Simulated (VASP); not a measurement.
Al2Cu: single point with LDA

Al2Cu:

```xyz
3
Lattice="4.0423 0.0000 0.0000 0.0000 4.0423 0.0000 0.0000 0.0000 2.8214" Properties=species:S:1:pos:R:3 pbc="T T T"
Al    2.0211    0.0000    1.4107
Al    0.0000    2.0211    1.4107
Cu    0.0000    0.0000    0.0000
```

```
Program             : VASP 6.6.1
Task                : single point
Functional          : LDA
Potentials or basis : VASP PAW LDA potentials, release 64 (Al, Cu)
Cutoff              : 520 eV
k mesh              : 10 × 10 × 14
Occupations         : gaussian, width 0.1 eV
Spin                : no spin polarisation
```

```json
{"Pressure": "0.3 GPa", "Band gap on the k mesh": "zero (an odd number of electrons rules out a gap without spin polarisation)"}
```

Levels at points of the mesh, in eV from the Fermi level:
```csv
k point,band 7,band 8,band 9,band 10,band 11,band 12
"(0.00, 0.00, 0.00)",-2.50,-2.50,-0.02,0.85,6.29,6.29
"(0.50, 0.00, 0.00)",-4.28,-1.16,1.59,1.74,2.00,7.80
"(0.50, 0.50, 0.00)",-4.31,-4.31,-2.53,8.68,8.68,9.70
"(0.00, 0.00, 0.50)",-3.11,2.60,2.70,2.70,2.75,2.75
"(0.50, 0.00, 0.50)",-3.17,-2.53,-1.68,3.79,4.03,4.59
"(0.50, 0.50, 0.50)",-2.35,-2.35,-0.87,-0.86,0.09,0.09
```

Run time: 46 s on 1 thread of Intel(R) Xeon(R) 6975P-C (Granite Rapids) (shared host), peak memory 0.23 GiB.
